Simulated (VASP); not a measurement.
Li, 1 atom in the cell. Symmetry: Im-3m, No. 229, cubic system. The conventional cell has a = 3.363 Å, b = 3.363 Å, c = 3.363 Å, α = 90.00°, β = 90.00°, γ = 90.00°. Li (site symmetry m-3m) has 14 Li at 2.91 to 3.36 Å within 3.8 Å. 

| Property | Result |
| --- | --- |
| Program | VASP 6.6.1 |
| Task | single point |
| Functional | LDA |
| Potentials or basis | VASP PAW LDA potentials, release 64 (Li_sv) |
| Cutoff | 520 eV |
| k mesh | 13 × 13 × 13 |
| Occupations | methfessel-paxton, width 0.03 eV |
| Spin | no spin polarisation |
| Dipole correction | no |
| Further INCAR settings | ALGO = Normal; EDIFF = 1e-06; NBANDS = 8 |

Potentials or basis: VASP PAW LDA potentials, release 64 (Li_sv).

Launch:

```bash
$ cat potpaw_LDA.64/Li_sv/POTCAR > POTCAR
$ mpirun -np 1 vasp_std > vasp.out
```

Hardware: 1 thread of Intel(R) Xeon(R) Platinum 8259CL CPU @ 2.50GHz (Skylake/Cascade Lake) (shared host).

Task: Estimate the wall time of this run.

Result: Run time: 5.5 s on 1 thread of Intel(R) Xeon(R) Platinum 8259CL CPU @ 2.50GHz (Skylake/Cascade Lake) (shared host), peak memory 0.12 GiB. Counts: scf iterations 9, k points 84.
